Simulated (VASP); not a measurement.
## SrTiO3: single point with r2SCAN

The system is SrTiO3.

```xyz
5
Lattice="4.0200 0.0000 0.0000 0.0000 4.0200 0.0000 0.0000 0.0000 4.0200" Properties=species:S:1:pos:R:3 pbc="T T T"
Sr    0.0000    0.0000    0.0000
Ti    2.0100    2.0100    2.0100
O     2.0100    2.0100    0.0000
O     2.0100    0.0000    2.0100
O     0.0000    2.0100    2.0100
```

| Property | Result |
| --- | --- |
| Program | VASP 6.6.1 |
| Task | single point |
| Functional | r2SCAN |
| Potentials or basis | VASP PAW PBE potentials, release 64 (Sr_sv, Ti_sv, O) |
| Cutoff | 520 eV |
| k mesh | 4 × 4 × 4 |
| Occupations | gaussian, width 0.05 eV |
| Spin | no spin polarisation |

* Pressure: -12.7 GPa
* Band gap on the k mesh: 2.06 eV, indirect (least direct gap 2.48 eV)

Levels at points of the mesh, in eV from the valence-band top:
```
           k point  band 17  band 18  band 19  band 20  band 21  band 22  band 23  band 24
(0.00, 0.00, 0.00)    -1.07    -0.42    -0.42    -0.42     2.06     2.06     2.06     3.95
(0.50, 0.00, 0.00)    -2.15    -1.75    -0.76    -0.76     2.18     3.69     3.69     3.96
(0.50, 0.50, 0.00)    -1.83    -1.51    -1.51    -0.08     3.70     3.70     4.14     4.86
(0.50, 0.50, 0.50)    -3.54     0.00     0.00     0.00     4.29     4.29     4.29     7.28
```

Run time: 56 s on 1 thread of AMD EPYC 7R13 Processor (Zen 3), on a shared host, peak memory 0.15 GiB.

Caveat: the PAW data sets were made with another functional, which shifts forces and pressure a little. A k mesh can miss the band edges.
